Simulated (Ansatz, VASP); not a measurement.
## NaI: VASP beside Ansatz

Contents of INCAR:

```
SYSTEM = NaI
ALGO = Normal
EDIFF = 1E-6
ENCUT = 520
GGA = PE
ISIF = 2
ISMEAR = 0
LASPH = .TRUE.
LCHARG = .FALSE.
LREAL = .FALSE.
LWAVE = .FALSE.
NBANDS = 14
NELM = 100
PREC = Accurate
SIGMA = 0.05
```

Contents of KPOINTS:

```
k-points
0
G
  6 6 6
  0 0 0
```

Contents of POSCAR:

```
NaI
1.0
    0.0000000000      3.3334920000      3.1878540000
    3.3334920000      0.0000000000      3.1878540000
    3.3334920000      3.3334920000      0.0000000000
Na I
1 1
Direct
    0.0000000000      0.0000000000      0.0000000000
    0.5000000000      0.5000000000      0.5000000000
```

Input for Ansatz:

```yaml
crystal:
  lattice:
    - [0.0, 3.333492, 3.187854]
    - [3.333492, 0.0, 3.187854]
    - [3.333492, 3.333492, 0.0]
  atoms:
    - { symbol: Na, position: [0.0, 0.0, 0.0] }
    - { symbol: I, position: [0.5, 0.5, 0.5] }
basis:
  ecutwfc: 420
kpoints:
  mp_grid: { grid: [6, 6, 6] }
hamiltonian:
  xc: pbe
scf:
  occupations: { method: gaussian, width: 0.05 }
output:
  forces: true
  stress: true
  eigenvalues: true
```

Change from the starting cell: strain +0.030 along x and y, -0.015 along z, atoms carried along.

Alike in both runs: task single point; functional PBE; k mesh 6 × 6 × 6; occupations gaussian, width 0.05 eV; no spin polarisation.

|  | VASP | Ansatz |
| --- | --- | --- |
| version | VASP 6.6.1 | Ansatz 0.2.0 |
| potentials or method | VASP PAW PBE potentials, release 64 (Na_pv, I), cutoff 520 eV | scalar-relativistic, plane waves, PAW |
| valence electrons in the cell | 14 | 26 |

|  | VASP | Ansatz | Ansatz less VASP |
| --- | --- | --- | --- |
| gap on the k mesh at the Fermi level (eV) | 3.51 | 3.52 | +0.003 |
| least direct gap on the mesh (eV) | 3.51 | 3.52 | +0.003 |
| pressure (GPa) | -0.2 | -0.2 | -0.01 |
| traceless stress, the component that is largest in VASP (GPa) | 0.63 | 0.63 | -0.004 |

The functional is the same, so the differences come from potentials, cutoffs and numerics. VASP's potentials hold 14 valence electrons a cell and Ansatz's 26, so a difference there can come from the potentials and not from the codes.

Spin-orbit coupling is off throughout.
